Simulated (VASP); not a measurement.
# TaN (P6_3/mmc) in VASP: a series of runs

Aim: see how the results for TaN move with the level of theory and the settings. Levels: r2SCAN, PBE0, r2SCANh. Tasks: single point.

All numbers are computed with VASP 6.6.1; they aren't measurements. Logs are shortened: lines on timing, memory, paths and dates and some standing lists are left out, and cuts for length are marked.

**1. The cell of the first run**

The structure is hexagonal, space group P6_3/mmc (No. 194). The conventional cell has a = 2.922 Å, b = 2.922 Å, c = 5.917 Å, α = 90.00°, β = 90.00°, γ = 120.00°. Ta (site symmetry -3m) has 6 N at 2.24 Å and 8 Ta at 2.92 to 2.96 Å within 3.0 Å. N (site symmetry -6m2) has 6 Ta at 2.24 Å and 6 N at 2.92 Å within 3.0 Å.

**2. Single point, r2SCAN**

Contents of POSCAR:

```
TaN
1.0
    2.9217699809      0.0000000000      0.0000000000
   -1.4608849905      2.5303270275      0.0000000000
    0.0000000000      0.0000000000      5.9165150000
Ta N
2 2
Direct
    0.0000000000      0.0000000000      0.5000000000
    0.0000000000      0.0000000000      0.0000000000
    0.3333333333      0.6666666667      0.2500000000
    0.6666666667      0.3333333333      0.7500000000
```

Contents of INCAR.step1:

```
SYSTEM = TaN
PREC = Accurate
ENCUT = 770
ISMEAR = -1
SIGMA = 0.05
LREAL = .FALSE.
LASPH = .TRUE.
NELM = 120
NBANDS = 26
GGA = PE
ALGO = Normal
EDIFF = 1E-5
LWAVE = .TRUE.
LCHARG = .FALSE.
GGA_COMPAT = .FALSE.
```

Contents of INCAR.step2:

```
SYSTEM = TaN
PREC = Accurate
ENCUT = 770
EDIFF = 1E-6
ISMEAR = -1
SIGMA = 0.05
LREAL = .FALSE.
LASPH = .TRUE.
NELM = 120
ALGO = Normal
ISIF = 2
LWAVE = .FALSE.
LCHARG = .FALSE.
METAGGA = R2SCAN
LMIXTAU = .TRUE.
NBANDS = 26
ISTART = 1
GGA_COMPAT = .FALSE.
```

Contents of KPOINTS:

```
Automatic mesh
0
G
  6 6 3
  0 0 0
```

Potentials or basis: VASP PAW PBE potentials, release 64 (Ta_sv_GW, N).

Launch:

```sh
$ cat potpaw_PBE.64/Ta_sv_GW/POTCAR potpaw_PBE.64/N/POTCAR > POTCAR
$ cp INCAR.step1 INCAR
$ mpirun -np 1 vasp_std > vasp.out
$ cp INCAR.step2 INCAR
$ mpirun -np 1 vasp_std > vasp.out
```

OUTCAR:

```text
SYSTEM = TaN
   PREC = Accurate
   ENCUT = 770
   EDIFF = 1E-6
   ISMEAR = -1
   LREAL = .FALSE.
   LASPH = .TRUE.
   NELM = 120
   ISIF = 2
   METAGGA = R2SCAN
   ISTART = 1

 ion  position               nearest neighbor table
   1  0.000  0.000  0.500-   3 2.24   4 2.24   4 2.24   3 2.24   4 2.24   3 2.24   2 2.96   2 2.96

   2  0.000  0.000  0.000-   3 2.24   4 2.24   4 2.24   3 2.24   4 2.24   3 2.24   1 2.96   1 2.96

   3  0.333  0.667  0.250-   1 2.24   2 2.24   1 2.24   2 2.24   1 2.24   2 2.24
   4  0.667  0.333  0.750-   1 2.24   2 2.24   1 2.24   2 2.24   1 2.24   2 2.24

  LATTYP: Found a hexagonal cell.
 ALAT       =     2.9217699809
 C/A-ratio  =     2.0249763119

  Lattice vectors:

 A1 = (   2.9217699809,   0.0000000000,   0.0000000000)
 A2 = (  -1.4608849905,   2.5303270275,   0.0000000000)
 A3 = (   0.0000000000,   0.0000000000,   5.9165150000)

Analysis of symmetry for initial positions (statically):
=====================================================================
 Subroutine PRICEL returns:
 Original cell was already a primitive cell.

 Routine SETGRP: Setting up the symmetry group for a
 hexagonal supercell.

 Subroutine GETGRP returns: Found 24 space group operations
 (whereof 12 operations were pure point group operations)
 out of a pool of 24 trial point group operations.

The static configuration has the point symmetry D_3d.
 The point group associated with its full space group is D_6h.

Analysis of symmetry for dynamics (positions and initial velocities):
=====================================================================
 Subroutine PRICEL returns:
 Original cell was already a primitive cell.

 Routine SETGRP: Setting up the symmetry group for a
 hexagonal supercell.

 Subroutine GETGRP returns: Found 24 space group operations
 (whereof 12 operations were pure point group operations)
 out of a pool of 24 trial point group operations.

The dynamic configuration has the point symmetry D_3d.
 The point group associated with its full space group is D_6h.

 Subroutine INISYM returns: Found 24 space group operations
 (whereof 12 operations are pure point group operations),
 and found     1 'primitive' translations

----------------------------------------------------------------------------------------

                                     Primitive cell

  volume of cell :      43.7410

  direct lattice vectors                    reciprocal lattice vectors
     2.921769981  0.000000000  0.000000000     0.342258291  0.197602916  0.000000000
    -1.460884991  2.530327027  0.000000000     0.000000000  0.395205833  0.000000000
     0.000000000  0.000000000  5.916515000     0.000000000  0.000000000  0.169018417

  length of vectors
     2.921769981  2.921769981  5.916515000     0.395205833  0.395205833  0.169018417

  position of ions in fractional coordinates (direct lattice)
     0.000000000  0.000000000  0.500000000
     0.000000000  0.000000000  0.000000000
     0.333333333  0.666666667  0.250000000
     0.666666667  0.333333333  0.750000000

  ion indices of the primitive-cell ions
   primitive index   ion index
                 1           1
                 2           2
                 3           3
                 4           4

----------------------------------------------------------------------------------------

 KPOINTS: Automatic mesh

Automatic generation of k-mesh.
 Grid dimensions read from file:
 generate k-points for:    6    6    3

 Generating k-lattice:

  Cartesian coordinates                     Fractional coordinates (reciprocal lattice)
     0.057043048  0.032933819  0.000000000     0.166666667  0.000000000  0.000000000
     0.000000000  0.065867639  0.000000000     0.000000000  0.166666667  0.000000000
     0.000000000  0.000000000  0.056339472     0.000000000  0.000000000  0.333333333

  Length of vectors
     0.065867639  0.065867639  0.056339472

  Shift w.r.t. Gamma in fractional coordinates (k-lattice)
     0.000000000  0.000000000  0.000000000

 Subroutine IBZKPT returns following result:
 ===========================================

 Found     14 irreducible k-points:

 Following reciprocal coordinates:
            Coordinates               Weight
  0.000000  0.000000  0.000000      1.000000
  0.166667  0.000000  0.000000      6.000000
  0.333333  0.000000  0.000000      6.000000
  0.500000  0.000000  0.000000      3.000000
  0.166667  0.166667  0.000000      6.000000
  0.333333  0.166667  0.000000     12.000000
  0.333333  0.333333  0.000000      2.000000
  0.000000  0.000000  0.333333      2.000000
  0.166667  0.000000  0.333333     12.000000
  0.333333  0.000000  0.333333     12.000000
  0.500000  0.000000  0.333333      6.000000
  0.166667  0.166667  0.333333     12.000000
  0.333333  0.166667  0.333333     24.000000
  0.333333  0.333333  0.333333      4.000000
   k-points           NKPTS =     14   k-points in BZ     NKDIM =     14   number of bands    NBANDS=     26
   number of dos      NEDOS =    301   number of ions     NIONS =      4
   total plane-waves  NPLWV =  42336
   dimension x,y,z NGX =    28 NGY =   28 NGZ =   54
   dimension x,y,z NGXF=    56 NGYF=   56 NGZF=  108
   ions per type =               2   2
   NGX,Y,Z   is equivalent  to a cutoff of  15.93, 15.93, 15.17 a.u.
   NGXF,Y,Z  is equivalent  to a cutoff of  31.86, 31.86, 30.35 a.u.
 SYSTEM =  TaN
   PREC   = accura    normal or accurate (medium, high low for compatibility)
   ISTART =      1    job   : 0-new  1-cont  2-samecut
   ICHARG =      0    charge: 1-file 2-atom 10-const
   ISPIN  =      1    spin polarized calculation?
   LNONCOLLINEAR =      F non collinear calculations
   LSORBIT =      F    spin-orbit coupling
   LASPH  =      T    aspherical Exc in radial PAW
   ENCUT  =  770.0 eV  56.59 Ry    7.52 a.u.   6.61  6.61 13.39*2*pi/ulx,y,z
   NELM   =    120;   NELMIN=  2; NELMDL=  0     # of ELM steps
   EDIFF  = 0.1E-05   stopping-criterion for ELM
   LREAL  =      F    real-space projection
   EDIFFG = 0.1E-04   stopping-criterion for IOM
   NSW    =      0    number of steps for IOM
   IBRION =     -1    ionic relax: 0-MD 1-quasi-New 2-CG
   NFREE  =      0    steps in history (QN), initial steepest desc. (CG)
   ISIF   =      2    stress and relaxation
   ISYM   =      2    0-nonsym 1-usesym 2-fastsym
   POTIM  = 0.5000    time-step for ionic-motion
   TEBEG  =    0.0;   TEEND  =   0.0 temperature during run
   PSTRESS=    0.0 pullay stress
   NELECT =      36.0000    total number of electrons
   NUPDOWN=      -1.0000    fix difference up-down
   EMIN   =  10.00;   EMAX   =-10.00  energy-range for DOS
   EFERMI =   0.00;   METHOD = LEGACY
   ISMEAR =    -1;   SIGMA  =   0.05  broadening in eV -4-tet -1-fermi 0-gaus
   EFERMI_NEDOS =   21; number of points for ismear=-14 and -15
   IALGO  =     38    algorithm
   IMIX   =      4    mixing-type and parameters
     AMIX     =   0.40;   BMIX     =  1.00
     AMIX_MAG =   1.60;   BMIX_MAG =  1.00
  volume/ion in A,a.u.               =      10.94        73.79
  Fermi-wavevector in a.u.,A,eV,Ry     =   1.534191  2.899201 32.024607  2.353742
  Thomas-Fermi vector in A             =   2.641153
   LORBIT       =      0    0 simple, 1 ext, 2 COOP (PROOUT), +10 PAW based schemes
   METAGGA = R2SCAN    functional components
   LHFCALC =     F    Hartree Fock is set to
   AEXX    =    0.0000 exact exchange contribution
   IVDW    =     0    specifies the selected vdW correction
   LEPSILON=     F    determine dielectric tensor
   LRPA    =     F    only Hartree local field effects (RPA)
 non-spin polarized calculation
  energy-cutoff  :      770.00
  volume of cell :       43.74
 maximum number of plane-waves:      2163
 NGX is ok and might be reduce to    28
   NGX = 13   NGY = 13   NGZ = 27

 number of electron      36.0000002 magnetization

 Free energy of the ion-electron system (eV)
  ---------------------------------------------------
  ext. energy  EPLUGINS =         0.00000000
  ---------------------------------------------------
  free energy    TOTEN  =      -124.89321899 eV

  energy without entropy =     -124.88612092  energy(sigma->0) =     -124.88966995

 E-fermi :  12.0065     XC(G=0): -14.5807

 val. band max:       11.8517124740   @ k =   0.3333   0.3333   0.3333
 cond. band min:      12.0197922969   @ k =   0.0000   0.0000   0.0000
 fundamental gap:      0.1680798228
 Fermi energy:        12.0065266051

 k-point     1 :       0.0000    0.0000    0.0000
  band No.  band energies     occupation
      1     -58.3970      2.00000
      2     -58.3591      2.00000
      3     -24.7131      2.00000
      4     -23.9521      2.00000
      5     -23.7052      2.00000
      6     -23.7052      2.00000
[... 18 lines left out ...]
     25      16.3437      0.00000
     26      18.4792      0.00000

 k-point     2 :       0.1667    0.0000    0.0000
  band No.  band energies     occupation
      1     -58.3754      2.00000
      2     -58.3381      2.00000
      3     -24.6453      2.00000
      4     -23.9989      2.00000
      5     -23.9166      2.00000
      6     -23.9098      2.00000
[... 18 lines left out ...]
     25      16.9691      0.00000
     26      18.1529      0.00000

 k-point     3 :       0.3333    0.0000    0.0000
  band No.  band energies     occupation
      1     -58.3319      2.00000
      2     -58.2957      2.00000
      3     -24.5570      2.00000
      4     -24.4994      2.00000
      5     -24.4242      2.00000
      6     -23.8922      2.00000
[... 18 lines left out ...]
     25      18.6830      0.00000
     26      19.6856      0.00000

 k-point     4 :       0.5000    0.0000    0.0000
  band No.  band energies     occupation
      1     -58.3100      2.00000
      2     -58.2744      2.00000
      3     -24.8114      2.00000
      4     -24.6673      2.00000
      5     -24.4338      2.00000
      6     -23.9529      2.00000
[... 18 lines left out ...]
     25      18.6696      0.00000
     26      20.1959      0.00000

 k-point     5 :       0.1667    0.1667    0.0000
  band No.  band energies     occupation
      1     -58.3428      2.00000
      2     -58.3063      2.00000
      3     -24.5419      2.00000
      4     -24.3626      2.00000
      5     -24.2499      2.00000
      6     -23.9196      2.00000
[... 18 lines left out ...]
     25      17.8533      0.00000
     26      18.3899      0.00000

 k-point     6 :       0.3333    0.1667    0.0000
  band No.  band energies     occupation
      1     -58.3100      2.00000
      2     -58.2744      2.00000
      3     -24.6734      2.00000
      4     -24.5396      2.00000
      5     -24.4352      2.00000
      6     -24.1068      2.00000
[... 137 lines left out ...]
 k-point    11 :       0.5000    0.0000    0.3333
  band No.  band energies     occupation
      1     -58.3011      2.00000
      2     -58.2833      2.00000
      3     -24.7756      2.00000
      4     -24.7037      2.00000
      5     -24.2799      2.00000
      6     -23.9602      2.00000
[... 18 lines left out ...]
     25      18.5984      0.00000
     26      19.0026      0.00000

 k-point    12 :       0.1667    0.1667    0.3333
  band No.  band energies     occupation
      1     -58.3337      2.00000
      2     -58.3155      2.00000
      3     -24.3839      2.00000
      4     -24.3373      2.00000
      5     -24.2713      2.00000
      6     -24.0309      2.00000
[... 18 lines left out ...]
     25      17.8649      0.00000
     26      19.1790      0.00000

 k-point    13 :       0.3333    0.1667    0.3333
  band No.  band energies     occupation
      1     -58.3011      2.00000
      2     -58.2833      2.00000
      3     -24.6405      2.00000
      4     -24.5740      2.00000
      5     -24.2806      2.00000
      6     -24.0848      2.00000
[... 18 lines left out ...]
     25      19.3142      0.00000
     26      20.2642      0.00000

 k-point    14 :       0.3333    0.3333    0.3333
  band No.  band energies     occupation
      1     -58.2902      2.00000
      2     -58.2726      2.00000
      3     -24.4499      2.00000
      4     -24.4499      2.00000
      5     -24.3892      2.00000
      6     -24.3892      2.00000
[... 18 lines left out ...]
     25      20.5601      0.00000
     26      20.5601      0.00000

------------------------ aborting loop because EDIFF is reached ----------------------------------------

  FORCE on cell =-STRESS in cart. coord.  units (eV):
  Direction    XX          YY          ZZ          XY          YZ          ZX
  --------------------------------------------------------------------------------------
  -------------------------------------------------------------------------------------
  Total       -1.6299946     -1.6299946     -2.0621400      0.0000000      0.0000000      0.0000000
  in kB      -59.7046427    -59.7046427    -75.5335840      0.0000000      0.0000000      0.0000000
  external PRESSURE =     -64.9809565 kB  Pullay stress =       0.0000000 kB

 VOLUME and BASIS-vectors are now :
 -----------------------------------------------------------------------------
  energy-cutoff  :      770.00
  volume of cell :       43.74
      direct lattice vectors                 reciprocal lattice vectors
     2.921769981  0.000000000  0.000000000     0.342258291  0.197602916  0.000000000
    -1.460884991  2.530327027  0.000000000     0.000000000  0.395205833  0.000000000
     0.000000000  0.000000000  5.916515000     0.000000000  0.000000000  0.169018417

 POSITION                                       TOTAL-FORCE (eV/Angst)
 -----------------------------------------------------------------------------------
      0.00000      0.00000      2.95826         0.000000      0.000000     -0.000000
      0.00000      0.00000      0.00000         0.000000      0.000000     -0.000000
     -0.00000      1.68688      1.47913         0.000000     -0.000000      0.000000
      1.46088      0.84344      4.43739        -0.000000      0.000000      0.000000
 -----------------------------------------------------------------------------------
    total drift:                                0.000000     -0.000000      0.000000

  FREE ENERGIE OF THE ION-ELECTRON SYSTEM (eV)
  ---------------------------------------------------
  free  energy   TOTEN  =      -124.8932189905 eV

  energy  without entropy=     -124.8861209194  energy(sigma->0) =     -124.88966995
```

It took 77 s on 1 thread of AMD EPYC 9R45 (Zen 5), shared host; peak memory 0.19 GiB.

What came out:

```
Free energy            : -124.8932 eV
Pressure               : -6.5 GPa
Band gap on the k mesh : zero (bands 18 and 19 overlap by 1.21 eV)
```

Levels at points of the mesh, in eV from the Fermi level:
```
           k point  band 14  band 15  band 16  band 17  band 18  band 19  band 20  band 21  band 22  band 23
(0.00, 0.00, 0.00)    -4.24    -3.50    -1.96    -1.96     0.01     0.01     0.83     0.83     2.62     3.66
(0.50, 0.00, 0.00)    -5.41    -4.23    -3.58    -2.81    -1.97     3.23     4.34     5.14     5.58     5.74
```

Caveat: the k points lie up to 0.41 Å⁻¹ apart, too coarse for converged energies and pressures of a metal; the PAW data sets were made with another functional, which shifts forces and pressure a little; spin-orbit coupling is left out, which moves the levels of the heavy elements.

**3. Single point, PBE0**

POSCAR is that of step 2.

Contents of INCAR.step1:

```
SYSTEM = TaN
  ALGO = Normal
  EDIFF = 1E-5
  ENCUT = 520
  GGA = PE
  ISIF = 2
  ISMEAR = -1
  LASPH = .TRUE.
  LCHARG = .FALSE.
  LREAL = .FALSE.
  LWAVE = .TRUE.
  NBANDS = 24
  NELM = 100
  PREC = Accurate
  SIGMA = 0.05
```

Contents of INCAR.step2:

```
SYSTEM = TaN
  AEXX = 0.25
  ALGO = Normal
  EDIFF = 1E-6
  ENCUT = 520
  GGA = PE
  ISIF = 2
  ISMEAR = -1
  ISTART = 1
  LASPH = .TRUE.
  LCHARG = .FALSE.
  LHFCALC = .TRUE.
  LREAL = .FALSE.
  LWAVE = .FALSE.
  NBANDS = 24
  NELM = 100
  PREC = Accurate
  PRECFOCK = Normal
  SIGMA = 0.05
```

Contents of KPOINTS:

```
k-points
0
G
  6 6 3
  0 0 0
```

Potentials or basis: VASP PAW PBE potentials, release 64 (Ta_pv, N).

Launch:

```sh
$ cat potpaw_PBE.64/Ta_pv/POTCAR potpaw_PBE.64/N/POTCAR > POTCAR
$ cp INCAR.step1 INCAR
$ mpirun -np 1 vasp_std > vasp.out
$ cp INCAR.step2 INCAR
$ mpirun -np 1 vasp_std > vasp.out
```

It took 63 min on 1 thread of Intel Xeon Platinum 8259CL at 2.50GHz (Skylake/Cascade Lake), shared host; peak memory 0.19 GiB.

Results (log left out):

- Free energy: -55.1016 eV
- Pressure: -10.3 GPa
- Band gap on the k mesh: zero (bands 16 and 17 overlap by 2.08 eV)

Stress tensor (GPa, compression positive):
```
 -9.28   0.00   0.00
  0.00  -9.28   0.00
  0.00   0.00 -12.47
```

Levels at points of the mesh, in eV from the Fermi level:
```tsv
k point	band 14	band 15	band 16	band 17	band 18	band 19
(0.00, 0.00, 0.00)	-2.84	-2.84	0.36	0.36	1.29	1.29
(0.50, 0.00, 0.00)	-4.62	-3.83	-2.91	3.85	5.11	5.92
```

Caveat: the k points lie up to 0.41 Å⁻¹ apart, too coarse for converged energies and pressures of a metal; the PAW data sets were made with another functional, which shifts forces and pressure a little; spin-orbit coupling is left out, which moves the levels of the heavy elements.

**4. Single point, r2SCANh**

POSCAR is that of step 3.

Contents of INCAR.step1:

```
SYSTEM = TaN
ALGO = Normal ; EDIFF = 1E-5
ENCUT = 580 ; GGA = PE
GGA_COMPAT = .False. ; ISIF = 2
ISMEAR = -1 ; LASPH = .True.
LCHARG = .False. ; LREAL = .False.
LWAVE = .True. ; NBANDS = 26
NELM = 120 ; PREC = Accurate
SIGMA = 0.05
```

Contents of INCAR.step2:

```
SYSTEM = TaN
AEXX = 0.1 ; ALGO = Normal
EDIFF = 1E-6 ; ENCUT = 580
GGA_COMPAT = .False. ; ISIF = 2
ISMEAR = -1 ; ISTART = 1
LASPH = .True. ; LCHARG = .False.
LHFCALC = .True. ; LMIXTAU = .True.
LREAL = .False. ; LWAVE = .False.
METAGGA = R2SCAN ; NBANDS = 26
NELM = 120 ; PREC = Accurate
PRECFOCK = Normal ; SIGMA = 0.05
```

Contents of KPOINTS:

```
k-points
0
Gamma
  5 5 3
  0 0 0
```

Potentials or basis: VASP PAW PBE potentials, release 64 (Ta_sv_GW, N).

Launch:

```sh
$ cat potpaw_PBE.64/Ta_sv_GW/POTCAR potpaw_PBE.64/N/POTCAR > POTCAR
$ cp INCAR.step1 INCAR
$ mpirun -np 1 vasp_std > vasp.out
$ cp INCAR.step2 INCAR
$ mpirun -np 1 vasp_std > vasp.out
```

Wall time 28 min (1 thread of Intel Xeon 6975P-C (Granite Rapids), shared host); peak memory 0.19 GiB.

Results (log left out):

| Property | Result |
| --- | --- |
| Free energy | -121.6724 eV |
| Pressure | -9.2 GPa |
| Band gap on the k mesh | zero (bands 18 and 19 overlap by 1.29 eV) |

Stress tensor (GPa, compression positive):
```
 -7.55   0.00   0.00
  0.00  -7.55   0.00
  0.00   0.00 -12.39
```

Levels at points of the mesh, in eV from the Fermi level:
| k point | band 16 | band 17 | band 18 | band 19 | band 20 | band 21 |
| --- | --- | --- | --- | --- | --- | --- |
| (0.00, 0.00, 0.00) | -2.17 | -2.17 | 0.38 | 0.38 | 1.25 | 1.25 |

Caveat: the k points lie up to 0.50 Å⁻¹ apart, too coarse for converged energies and pressures of a metal; the PAW data sets were made with another functional, which shifts forces and pressure a little; spin-orbit coupling is left out, which moves the levels of the heavy elements.

**5. The runs side by side**

```csv
level,potentials or basis,k mesh,cutoff (eV),grid for exact exchange (PRECFOCK),share of exact exchange,gap on the mesh (eV),pressure (GPa)
r2SCAN,"VASP PAW PBE potentials, release 64 (Ta_sv_GW, N)",6 × 6 × 3,770,-,-,none,-6.5
PBE0,"VASP PAW PBE potentials, release 64 (Ta_pv, N)",6 × 6 × 3,520,Normal,0.25,none,-10.3
r2SCANh,"VASP PAW PBE potentials, release 64 (Ta_sv_GW, N)",5 × 5 × 3,580,Normal,0.1,none,-9.2
```

Alike in all rows: task single point; no spin polarisation; cell as given; smearing fermi-dirac 0.05 eV.

Caveats: all runs use coarse meshes; the PAW data sets were made with another functional, which shifts forces and pressure a little; spin-orbit coupling is left out, which moves the levels of the heavy elements.

Absolute energies hang on the potentials; compare differences alone.

The gap in the log of VASP goes by the Fermi energy; the results here count the filled bands.